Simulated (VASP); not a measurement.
# W (Im-3m) in VASP: notebook, part 2 of 2

VASP 6.6.1. The steps go on from the part before.

## (3) Single point, r2SCAN

Contents of POSCAR:

```
W
1.0
   -1.5841843287      1.5841843287      1.5841843287
    1.5841843287     -1.5841843287      1.5841843287
    1.5841843287      1.5841843287     -1.5841843287
W
1
Direct
    0.0000000000      0.0000000000      0.0000000000
```

Contents of INCAR.step1:

```
SYSTEM = W
  PREC = Accurate
  ENCUT = 520
  ISMEAR = 0
  SIGMA = 0.15
  LREAL = .False.
  LASPH = .True.
  NELM = 100
  NBANDS = 13
  GGA = PE
  ALGO = Normal
  EDIFF = 1E-4
  LWAVE = .True.
  LCHARG = .False.
```

Contents of INCAR.step2:

```
SYSTEM = W
  PREC = Accurate
  ENCUT = 520
  EDIFF = 1E-6
  ISMEAR = 0
  SIGMA = 0.15
  LREAL = .False.
  LASPH = .True.
  NELM = 100
  ALGO = Normal
  ISIF = 2
  LWAVE = .False.
  LCHARG = .True.
  METAGGA = R2SCAN
  LMIXTAU = .True.
  LELF = .True.
  LVHAR = .True.
  NBANDS = 13
  ISTART = 1
```

Contents of KPOINTS:

```
regular mesh
0
Gamma
  16 16 16
  0 0 0
```

Potentials or basis: VASP PAW PBE potentials, release 64 (W_sv).

Launch:

```console
$ cat potpaw_PBE.64/W_sv/POTCAR > POTCAR
$ cp INCAR.step1 INCAR
$ mpirun -np 1 vasp_std > vasp.out
$ cp INCAR.step2 INCAR
$ mpirun -np 1 vasp_std > vasp.out
```

OUTCAR:

```text
SYSTEM = W
   PREC = Accurate
   ENCUT = 520
   EDIFF = 1E-6
   ISMEAR = 0
   LREAL = .False.
   LASPH = .True.
   NELM = 100
   ISIF = 2
   METAGGA = R2SCAN
   ISTART = 1

 ion  position               nearest neighbor table
   1  0.000  0.000  0.000-

  LATTYP: Found a body centered cubic cell.
 ALAT       =     3.1683686574

  Lattice vectors:

 A1 = (  -1.5841843287,   1.5841843287,   1.5841843287)
 A2 = (   1.5841843287,  -1.5841843287,   1.5841843287)
 A3 = (   1.5841843287,   1.5841843287,  -1.5841843287)

Analysis of symmetry for initial positions (statically):
=====================================================================
 Subroutine PRICEL returns:
 Original cell was already a primitive cell.

 Routine SETGRP: Setting up the symmetry group for a
 body centered cubic supercell.

 Subroutine GETGRP returns: Found 48 space group operations
 (whereof 48 operations were pure point group operations)
 out of a pool of 48 trial point group operations.

[... 166 lines left out ...]

 k-point     1 :       0.0000    0.0000    0.0000
  band No.  band energies     occupation
      1     -64.8788      2.00000
      2     -27.7431      2.00000
      3     -27.7431      2.00000
      4     -27.7431      2.00000
      5       1.1322      2.00000
      6       9.9652      2.00000
      7       9.9652      2.00000
      8       9.9652      2.00000
      9      13.7965      0.00000
     10      13.7965      0.00000
     11      26.4951      0.00000
     12      26.4952      0.00000
     13      26.4952      0.00000
[... 354 lines left out ...]
  band No.  band energies     occupation
      1     -64.7468      2.00000
      2     -28.8116      2.00000
      3     -28.1862      2.00000
      4     -27.8599      2.00000
      5       5.6296      2.00000
      6       7.9718      2.00000
      7       8.7722      2.00000
      8      12.9883      0.00000
      9      14.6451      0.00000
     10      16.7105      0.00000
     11      24.3386      0.00000
     12      27.1166      0.00000
     13      29.1932      0.00000

 [... further k-points ...]

------------------------ aborting loop because EDIFF is reached ----------------------------------------

  FORCE on cell =-STRESS in cart. coord.  units (eV):
  Direction    XX          YY          ZZ          XY          YZ          ZX
  --------------------------------------------------------------------------------------
  -------------------------------------------------------------------------------------
  Total        0.1262713      0.1262713      0.1262713     -0.0000000     -0.0000000     -0.0000000
  in kB       12.7214894     12.7214894     12.7214894     -0.0000000     -0.0000000     -0.0000000
  external PRESSURE =      12.7214894 kB  Pullay stress =       0.0000000 kB

 VOLUME and BASIS-vectors are now :
 -----------------------------------------------------------------------------
  energy-cutoff  :      520.00
  volume of cell :       15.90
      direct lattice vectors                 reciprocal lattice vectors
    -1.584184329  1.584184329  1.584184329     0.000000000  0.315619837  0.315619837
     1.584184329 -1.584184329  1.584184329     0.315619837  0.000000000  0.315619837
     1.584184329  1.584184329 -1.584184329     0.315619837  0.315619837  0.000000000

 POSITION                                       TOTAL-FORCE (eV/Angst)
 -----------------------------------------------------------------------------------
      0.00000      0.00000      0.00000         0.000000     -0.000000      0.000000
 -----------------------------------------------------------------------------------
    total drift:                                0.000000     -0.000000      0.000000

  FREE ENERGIE OF THE ION-ELECTRON SYSTEM (eV)
  ---------------------------------------------------
  free  energy   TOTEN  =       -51.3569204875 eV

  energy  without entropy=      -51.3509494162  energy(sigma->0) =      -51.35393495
```

OUTCAR.step1:

```text
SYSTEM = W
   PREC = Accurate
   ENCUT = 520
   ISMEAR = 0
   LREAL = .False.
   LASPH = .True.
[... 600 lines left out ...]
 POSITION                                       TOTAL-FORCE (eV/Angst)
 -----------------------------------------------------------------------------------
      0.00000      0.00000      0.00000         0.000000      0.000000     -0.000000
 -----------------------------------------------------------------------------------
    total drift:                                0.000000     -0.000000      0.000000

  FREE ENERGIE OF THE ION-ELECTRON SYSTEM (eV)
  ---------------------------------------------------
  free  energy   TOTEN  =       -12.9563531899 eV

  energy  without entropy=      -12.9503805693  energy(sigma->0) =      -12.95336688
```

OSZICAR.step1:

```text
N       E                     dE             d eps       ncg     rms          rms(c)
DAV:   1     0.854141991865E+02    0.85414E+02   -0.74026E+03  3802   0.122E+03
DAV:   2    -0.118516479965E+02   -0.97266E+02   -0.93395E+02  4235   0.320E+02
DAV:   3    -0.135722867029E+02   -0.17206E+01   -0.17153E+01  4120   0.409E+01
DAV:   4    -0.135791597378E+02   -0.68730E-02   -0.68729E-02  4155   0.286E+00
DAV:   5    -0.135792154186E+02   -0.55681E-04   -0.55681E-04  4240   0.243E-01    0.208E+01
DAV:   6    -0.130881853276E+02    0.49103E+00   -0.40898E-01  3950   0.859E+00    0.833E+00
DAV:   7    -0.129601495330E+02    0.12804E+00   -0.21773E-01  4140   0.596E+00    0.656E-01
DAV:   8    -0.129564614349E+02    0.36881E-02   -0.46845E-03  3840   0.902E-01    0.119E-01
DAV:   9    -0.129563603691E+02    0.10107E-03   -0.14832E-04  4032   0.155E-01    0.391E-02
DAV:  10    -0.129563531899E+02    0.71792E-05   -0.17343E-05  1950   0.583E-02
   1 F= -.12956353E+02 E0= -.12953367E+02  d E =-.597262E-02
```

It took 98 s on 1 thread of Intel Xeon Platinum 8488C (Sapphire Rapids), shared host; peak memory 0.15 GiB.

What came out:

* Free energy: -51.3569 eV
* Pressure: 1.3 GPa
* Band gap on the k mesh: zero (band 7 reaches 16.56 eV, above the bottom of band 8 at 9.97 eV)

Levels at points of the mesh, in eV from the Fermi level:
```
           k point  band 3  band 4  band 5  band 6  band 7  band 8  band 9  band 10  band 11  band 12
(0.00, 0.00, 0.00)  -39.01  -39.01  -10.13   -1.30   -1.30   -1.30    2.53     2.53    15.23    15.23
(0.50, 0.00, 0.00)  -39.45  -39.02   -6.56   -3.76    0.49    2.37    3.42     6.29    11.59    12.05
(0.50, 0.50, 0.50)  -39.95  -39.95   -6.02   -6.02    5.29    5.29    5.29     8.50     8.50     8.50
```

Caveat: the PAW data sets were made with another functional, which shifts forces and pressure a little; spin-orbit coupling is left out, which moves the levels of the heavy elements.

## (4) Single point, r2SCAN

This run uses another cell than the first one: it holds 2 atoms, not 1.

Contents of POSCAR:

```
W
1.0
    0.0000000000     -3.1683686574      0.0000000000
   -3.1683686574      0.0000000000      0.0000000000
    0.0000000000      0.0000000000     -3.1683686574
W
2
Direct
    0.5000000000      0.5000000000      0.5000000000
    0.0000000000      0.0000000000      0.0000000000
```

Contents of INCAR.step1:

```
SYSTEM = W
ALGO = Normal
EDIFF = 1E-4
ENCUT = 520
GGA = PE
ISMEAR = 0
LASPH = .TRUE.
LCHARG = .FALSE.
LREAL = .FALSE.
LWAVE = .TRUE.
NBANDS = 21
NELM = 100
PREC = Accurate
SIGMA = 0.15
```

Contents of INCAR.step2:

```
SYSTEM = W
ALGO = Normal
EDIFF = 1E-6
ENCUT = 520
ISIF = 2
ISMEAR = 0
ISTART = 1
LASPH = .TRUE.
LCHARG = .TRUE.
LELF = .TRUE.
LMIXTAU = .TRUE.
LREAL = .FALSE.
LVHAR = .TRUE.
LWAVE = .FALSE.
METAGGA = R2SCAN
NBANDS = 21
NELM = 100
PREC = Accurate
SIGMA = 0.15
```

Contents of KPOINTS:

```
k-points
0
G
  10 10 10
  0 0 0
```

Launch:

```console
$ cat potpaw_PBE.64/W_sv/POTCAR > POTCAR
$ cp INCAR.step1 INCAR
$ mpirun -np 1 vasp_std > vasp.out
$ cp INCAR.step2 INCAR
$ mpirun -np 1 vasp_std > vasp.out
```

Run time: 81 s. Hardware: 1 thread of Intel Xeon Platinum 8488C (Sapphire Rapids), shared host; peak memory 0.16 GiB.

It converged, with:

| Property | Result |
| --- | --- |
| Free energy | -102.7129 eV |
| Pressure | 1.3 GPa |
| Band gap on the k mesh | zero (band 14 reaches 11.76 eV, above the bottom of band 15 at 10.66 eV) |

Levels at points of the mesh, in eV from the Fermi level:
| k point | band 12 | band 13 | band 14 | band 15 | band 16 | band 17 |
| --- | --- | --- | --- | --- | --- | --- |
| (0.00, 0.00, 0.00) | -1.30 | -1.30 | -1.30 | 2.53 | 2.53 | 5.29 |
| (0.50, 0.00, 0.00) | -2.82 | -0.61 | -0.61 | -0.61 | -0.61 | 1.39 |
| (0.50, 0.50, 0.00) | -3.75 | 0.50 | 0.50 | 2.37 | 2.37 | 3.42 |
| (0.50, 0.50, 0.50) | -3.20 | -3.20 | -3.20 | 3.59 | 3.59 | 3.59 |

Caveat: the PAW data sets were made with another functional, which shifts forces and pressure a little; spin-orbit coupling is left out, which moves the levels of the heavy elements.

## (5) Single point, r2SCAN

Contents of POSCAR:

```
W
1.0
   -1.5841843287      1.5841843287      1.5841843287
    1.5841843287     -1.5841843287      1.5841843287
    1.5841843287      1.5841843287     -1.5841843287
W
1
Direct
    0.0000000000      0.0000000000      0.0000000000
```

Contents of INCAR.step1:

```
PREC     = Accurate       # precision mode
ENCUT    = 520            # plane-wave cutoff, eV
ISMEAR   = 0              # smearing method
SIGMA    = 0.15           # smearing width, eV
LREAL    = F              # projectors in reciprocal space
LASPH    = T              # aspherical terms in the spheres
NELM     = 80             # most SCF steps
NBANDS   = 13             # bands
GGA      = PE             # functional
ALGO     = Normal         # electronic algorithm
EDIFF    = 1E-4           # SCF threshold, eV
LWAVE    = T              # write WAVECAR
LCHARG   = F              # write CHGCAR
```

Contents of INCAR.step2:

```
PREC     = Accurate       # precision mode
ENCUT    = 520            # plane-wave cutoff, eV
EDIFF    = 1E-6           # SCF threshold, eV
ISMEAR   = 0              # smearing method
SIGMA    = 0.15           # smearing width, eV
LREAL    = F              # projectors in reciprocal space
LASPH    = T              # aspherical terms in the spheres
NELM     = 80             # most SCF steps
ALGO     = Normal         # electronic algorithm
ISIF     = 2              # what is computed and relaxed
LWAVE    = F              # write WAVECAR
LCHARG   = F              # write CHGCAR
METAGGA  = R2SCAN         # meta-GGA
LMIXTAU  = T            
NBANDS   = 13             # bands
ISTART   = 1
```

Contents of KPOINTS:

```
regular mesh
0
Gamma
  26 26 26
```

Launch:

```console
$ cat potpaw_PBE.64/W_sv/POTCAR > POTCAR
$ cp INCAR.step1 INCAR
$ mpirun -np 1 vasp_std > vasp.out
$ cp INCAR.step2 INCAR
$ mpirun -np 1 vasp_std > vasp.out
```

It took 3.3 min on 1 thread of Intel Xeon Platinum 8375C at 2.90GHz (Ice Lake), shared host; peak memory 0.21 GiB.

The run converged. Its results:

- Free energy: -51.3546 eV
- Pressure: 1.4 GPa
- Band gap on the k mesh: zero (band 7 reaches 16.56 eV, above the bottom of band 8 at 9.96 eV)

Levels at points of the mesh, in eV from the Fermi level:
```csv
k point,band 4,band 5,band 6,band 7,band 8,band 9,band 10,band 11
"(0.00, 0.00, 0.00)",-38.98,-10.10,-1.27,-1.27,-1.27,2.56,2.56,15.26
"(0.50, 0.00, 0.00)",-38.99,-6.53,-3.73,0.52,2.40,3.45,6.32,11.61
"(0.50, 0.50, 0.50)",-39.93,-5.99,-5.99,5.32,5.32,5.32,8.53,8.53
```

Caveat: the PAW data sets were made with another functional, which shifts forces and pressure a little; spin-orbit coupling is left out, which moves the levels of the heavy elements.

## (6) Single point, r2SCAN

POSCAR is that of step 5.

Contents of INCAR.step1:

```
SYSTEM = W
PREC = Accurate ; ENCUT = 520
ISMEAR = 0 ; SIGMA = 0.15
LREAL = .False. ; LASPH = .True.
NELM = 80 ; NBANDS = 13
GGA = PE ; ALGO = Normal
EDIFF = 1E-4 ; LWAVE = .True.
LCHARG = .False.
```

Contents of INCAR.step2:

```
SYSTEM = W
PREC = Accurate ; ENCUT = 520
EDIFF = 1E-7 ; ISMEAR = 0
SIGMA = 0.15 ; LREAL = .False.
LASPH = .True. ; NELM = 80
ALGO = Normal ; ISIF = 2
LWAVE = .False. ; LCHARG = .False.
METAGGA = R2SCAN ; LMIXTAU = .True.
NBANDS = 13 ; ISTART = 1
```

Contents of KPOINTS:

```
Automatic mesh
0
Gamma
  30 30 30
  0 0 0
```

Potentials or basis: VASP PAW PBE potentials, release 64 (W_sv).

Launch:

```console
$ cat potpaw_PBE.64/W_sv/POTCAR > POTCAR
$ cp INCAR.step1 INCAR
$ mpirun -np 1 vasp_std > vasp.out
$ cp INCAR.step2 INCAR
$ mpirun -np 1 vasp_std > vasp.out
```

Wall time 5.9 min (1 thread of Intel Xeon Platinum 8375C at 2.90GHz (Ice Lake), shared host); peak memory 0.25 GiB.

It converged, with:

* Free energy: -51.3555 eV
* Pressure: 1.3 GPa
* Band gap on the k mesh: zero (band 7 reaches 16.56 eV, above the bottom of band 8 at 9.97 eV)

Levels at points of the mesh, in eV from the Fermi level:
| k point | band 4 | band 5 | band 6 | band 7 | band 8 | band 9 | band 10 | band 11 |
| --- | --- | --- | --- | --- | --- | --- | --- | --- |
| (0.00, 0.00, 0.00) | -38.99 | -10.11 | -1.28 | -1.28 | -1.28 | 2.55 | 2.55 | 15.25 |
| (0.50, 0.00, 0.00) | -39.00 | -6.54 | -3.74 | 0.51 | 2.39 | 3.44 | 6.31 | 11.60 |
| (0.50, 0.50, 0.50) | -39.94 | -6.00 | -6.00 | 5.31 | 5.31 | 5.31 | 8.52 | 8.52 |

Caveat: the PAW data sets were made with another functional, which shifts forces and pressure a little; spin-orbit coupling is left out, which moves the levels of the heavy elements.

## (7) Overview

| cell | k mesh | smearing | gap on the mesh (eV) | pressure (GPa) |
| --- | --- | --- | --- | --- |
| a = 2.744 Å, angles 109.5°, 1 atom | 18 × 18 × 18 | gaussian 0.1 eV | none | 1.2 |
| a = 2.744 Å, angles 109.5°, 1 atom | 16 × 16 × 16 | gaussian 0.15 eV | none | 1.3 |
| a = 3.168 Å, 2 atoms | 10 × 10 × 10 | gaussian 0.15 eV | none | 1.3 |
| a = 2.744 Å, angles 109.5°, 1 atom | 26 × 26 × 26 | gaussian 0.15 eV | none | 1.4 |
| a = 2.744 Å, angles 109.5°, 1 atom | 30 × 30 × 30 | gaussian 0.15 eV | none | 1.3 |

Alike in all rows: task single point; level r2SCAN; potentials or basis VASP PAW PBE potentials, release 64 (W_sv); no spin polarisation; cutoff (eV) 520.

Caveats: the PAW data sets were made with another functional, which shifts forces and pressure a little; spin-orbit coupling is left out, which moves the levels of the heavy elements.

Absolute energies hang on the potentials; compare differences alone.
